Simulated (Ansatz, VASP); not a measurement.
One calculation of Ni, two programs

Contents of INCAR:

```
  PREC = Accurate
  ENCUT = 520
  EDIFF = 1E-6
  ISMEAR = -1
  SIGMA = 0.05
  LREAL = F
  LASPH = T
  NELM = 150
  ALGO = Normal
  ISIF = 2
  LWAVE = F
  LCHARG = F
  MAGMOM = 0 0 -0.839 0 0 -0.839
  LORBIT = 11
  LSORBIT = T
  GGA_COMPAT = F
  LORBMOM = T
  LMAXMIX = 4
  GGA = PE
  NBANDS = 32
```

KPOINTS

```
regular mesh
0
Gamma
  11 11 11
```

POSCAR

```
Ni
1.0
    0.0000000000      2.5501213059      2.5501213059
    2.5501213059      0.0000000000      2.5501213059
    2.5501213059      2.5501213059      0.0000000000
Ni
2
Direct
    0.1250000000      0.1250000000      0.1250000000
    0.8750000000      0.8750000000      0.8750000000
```

Input for Ansatz:

```yaml
crystal:
  lattice:
    - [0.0, 2.5501213059, 2.5501213059]
    - [2.5501213059, 0.0, 2.5501213059]
    - [2.5501213059, 2.5501213059, 0.0]
  atoms:
    - { symbol: Ni, position: [0.125, 0.125, 0.125], spin: -0.839, spin_axis: [0, 0, 1] }
    - { symbol: Ni, position: [0.875, 0.875, 0.875], spin: -0.839, spin_axis: [0, 0, 1] }
hamiltonian:
  xc: pbe
  pseudopotentials:
    kind: paw_fr
    azcp:
      Ni: "pseudopotentials/Ni.paw.azcp"
basis:
  ecutwfc: 420
  fft_grid_basis: typed
kpoints:
  mp_grid: { grid: [11, 11, 11], shift: [0, 0, 0] }
magnetization:
  noncollinear: true
  spin_orbit: true
scf:
  occupations: { method: fermi_dirac, width: 0.05 }
```

Alike in both runs: task single point; functional PBE; k mesh 11 × 11 × 11; occupations fermi-dirac, width 0.05 eV; non-collinear spin, spin-orbit coupling.

|  | VASP | Ansatz |
| --- | --- | --- |
| version | VASP 6.6.1 | Ansatz 0.2.0 |
| potentials or method | VASP PAW PBE potentials, release 64 (Ni), cutoff 520 eV | plane waves (420 eV) with PAW, fully relativistic with spin-orbit coupling |
| valence electrons in the cell | 20 | 36 |

```csv
,VASP,Ansatz,Ansatz less VASP
net moment per atom (μB),0.80,0.81,+0.011
```

VASP's potentials hold 20 valence electrons a cell and Ansatz's 36, so a difference there can come from the potentials and not from the codes.
